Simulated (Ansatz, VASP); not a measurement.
# One calculation of Ge, two programs

The input POSCAR:

```
Ge
1.0
    0.0000000000      2.8289100000      2.8289100000
    2.8289100000      0.0000000000      2.8289100000
    2.8289100000      2.8289100000      0.0000000000
Ge
2
Direct
    0.7500000000      0.7500000000      0.7500000000
    0.5000000000      0.5000000000      0.5000000000
```

File INCAR.step1:

```
ALGO = Normal ; EDIFF = 1E-5
ENCUT = 520 ; GGA = PE
ISIF = 2 ; ISMEAR = -1
LASPH = True ; LCHARG = False
LREAL = False ; LWAVE = True
NBANDS = 21 ; NELM = 60
PREC = Accurate ; SIGMA = 0.05
```

Contents of INCAR.step2:

```
AEXX = 0.25 ; ALGO = Normal
EDIFF = 1E-6 ; ENCUT = 520
ISIF = 2 ; ISMEAR = -1
ISTART = 1 ; LASPH = True
LCHARG = False ; LHFCALC = True
LMIXTAU = True ; LREAL = False
LWAVE = False ; METAGGA = R2SCAN
NBANDS = 21 ; NELM = 60
PREC = Accurate ; PRECFOCK = Normal
SIGMA = 0.05
```

KPOINTS

```
k-points
0
Gamma
  4 4 4
```

File input.yaml:

```yaml
crystal:
  lattice:
    - [0.0, 2.82891, 2.82891]
    - [2.82891, 0.0, 2.82891]
    - [2.82891, 2.82891, 0.0]
  atoms:
    - { symbol: Ge, position: [0.75, 0.75, 0.75] }
    - { symbol: Ge, position: [0.5, 0.5, 0.5] }
hamiltonian:
  xc: r2scan0
  pseudopotentials: { kind: paw }
kpoints:
  mp_grid: { grid: [4, 4, 4] }
  band_path:
    path:
      - [[0.0, 0.0, 0.0], [0.5, 0.0, 0.5], [0.5, 0.25, 0.75], [0.375, 0.375, 0.75], [0.0, 0.0, 0.0], [0.5, 0.5, 0.5], [0.625, 0.25, 0.625], [0.5, 0.25, 0.75], [0.5, 0.5, 0.5], [0.375, 0.375, 0.75]]
      - [[0.625, 0.25, 0.625], [0.5, 0.0, 0.5]]
    npoints: 4
scf:
  occupations: { method: fermi_dirac, width: 0.05 }
  n_extra_bands: 6
output:
  forces: true
  stress: true
  eigenvalues: true
  fatbands: false
```

Alike in both runs: functional r2SCAN0; k mesh 4 × 4 × 4; occupations fermi-dirac, width 0.05 eV; no spin polarisation.

|  | VASP | Ansatz |
| --- | --- | --- |
| version | VASP 6.6.1 | Ansatz 0.2.0 |
| potentials or method | VASP PAW PBE potentials, release 64 (Ge_d) | Ansatz PAW |
| plane-wave cutoff (eV) | 520 | 500 |
| valence electrons in the cell | 28 | 28 |
| task | single point | band structure |

VASP gave:

```
gap on the k mesh at the Fermi level (eV) : 1.70
least direct gap on the mesh (eV)         : 1.82
pressure (GPa)                            : -0.7
```

Problem. What did Ansatz give for the same quantities?

Solution. gap on the k mesh at the Fermi level (eV): 1.65; least direct gap on the mesh (eV): 1.78; pressure (GPa): -0.7.

VASP's potentials were made for PBE, not for r2SCAN0. The functional is the same, so the differences come from potentials, cutoffs and numerics.

The k mesh is coarse, so the values compare programs but aren't converged.
